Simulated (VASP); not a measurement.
Input of a VASP 6.6.1 run:

Contents of POSCAR:

```
MnS
1.0
    1.8299960138      1.0565486912      2.9709202777
   -1.8299960138      1.0565486912      2.9709202777
    0.0000000000     -2.1130973823      2.9709202777
Mn S
1 1
Direct
    0.0000000000      0.0000000000      0.0000000000
    0.5000000000      0.5000000000      0.5000000000
```

The input INCAR.step1:

```
ALGO     = Normal         # electronic algorithm
EDIFF    = 1E-7           # SCF threshold, eV
ENCUT    = 520            # plane-wave cutoff, eV
GGA      = CA             # functional
ISIF     = 2              # what is computed and relaxed
ISMEAR   = -1             # smearing method
ISPIN    = 2              # spin polarisation
LASPH    = True           # aspherical terms in the spheres
LCHARG   = True           # write CHGCAR
LDAU     = True           # DFT+U
LDAUJ    = 0 0          
LDAUL    = 2 -1           # shell
LDAUPRINT= 1            
LDAUTYPE = 2            
LDAUU    = 3 0            # U, eV
LMAXMIX  = 4              # l up to which the mixer works
LREAL    = False          # projectors in reciprocal space
LWAVE    = False          # write WAVECAR
MAGMOM   = 4 0            # initial moments
NBANDS   = 20             # bands
NELM     = 150            # most SCF steps
PREC     = Accurate       # precision mode
SIGMA    = 0.05           # smearing width, eV
```

The input KPOINTS.step1:

```
k-points
0
Gamma
  9 9 9
```

The input INCAR.step2:

```
ALGO     = Normal         # electronic algorithm
EDIFF    = 1E-7           # SCF threshold, eV
ENCUT    = 520            # plane-wave cutoff, eV
GGA      = CA             # functional
ICHARG   = 11             # starting density
ISIF     = 2              # what is computed and relaxed
ISMEAR   = -5             # smearing method
ISPIN    = 2              # spin polarisation
LASPH    = True           # aspherical terms in the spheres
LCHARG   = False          # write CHGCAR
LDAU     = True           # DFT+U
LDAUJ    = 0 0          
LDAUL    = 2 -1           # shell
LDAUPRINT= 1            
LDAUTYPE = 2            
LDAUU    = 3 0            # U, eV
LMAXMIX  = 4              # l up to which the mixer works
LORBIT   = 11             # projections on sites
LREAL    = False          # projectors in reciprocal space
LWAVE    = False          # write WAVECAR
MAGMOM   = 4 0            # initial moments
NBANDS   = 20             # bands
NEDOS    = 2001           # points of the DOS
NELM     = 150            # most SCF steps
PREC     = Accurate       # precision mode
SIGMA    = 0.05           # smearing width, eV
```

Contents of KPOINTS.step2:

```
k-points
0
Gamma
  14 14 14
```

Potentials or basis: VASP PAW LDA potentials, release 64 (Mn_pv, S).

The run is started by

```console
$ cat potpaw_LDA.64/Mn_pv/POTCAR potpaw_LDA.64/S/POTCAR > POTCAR
$ cp INCAR.step1 INCAR
$ cp KPOINTS.step1 KPOINTS
$ mpirun -np 1 vasp_std > vasp.out
$ cp INCAR.step2 INCAR
$ cp KPOINTS.step2 KPOINTS
$ mpirun -np 1 vasp_std > vasp.out
```

(1) Predict the site moments.

(2) What does it give for the net moment?

Answers

(1) Mn +4.49; S +0.12 μB.

(2) 4.96 μB per cell.

Caveat: a cell with one magnetic atom can't hold antiferromagnetic order, which such compounds often take.
